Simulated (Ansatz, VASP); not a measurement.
**SiO2: VASP beside Ansatz**

```
CELL_PARAMETERS angstrom
0.00000 4.76097 7.42762
2.37936 0.00000 7.42762
2.37936 4.76097 0.00000
ATOMIC_POSITIONS crystal
Si 0.56316 0.56316 0.93684
Si 0.31316 0.31316 0.68684
Si 0.68684 0.68684 0.31316
Si 0.93684 0.93684 0.56316
O 0.62500 0.12500 0.62500
O 0.62500 0.62500 0.12500
O 0.62500 0.62500 0.62500
O 0.12500 0.62500 0.62500
O 0.18621 0.81379 0.18621
O 0.81379 0.18621 0.81379
O 0.43621 0.06379 0.43621
O 0.06379 0.43621 0.06379
```

Alike in both runs: task single point; functional PBE; k mesh 6 × 6 × 6; occupations gaussian, width 0.02 eV; no spin polarisation.

|  | VASP | Ansatz |
| --- | --- | --- |
| version | VASP 6.6.1 | Ansatz 0.2.0 |
| potentials or method | VASP PAW PBE potentials, release 64 (Si, O), cutoff 520 eV | scalar-relativistic, plane waves, PAW |
| valence electrons in the cell | 64 | 64 |

```tsv
	VASP	Ansatz	Ansatz less VASP
gap on the k mesh at the Fermi level (eV)	5.60	5.60	-0.001
least direct gap on the mesh (eV)	5.60	5.60	-0.001
```

With one functional, cell and mesh, what is left measures potentials, basis and numerics.
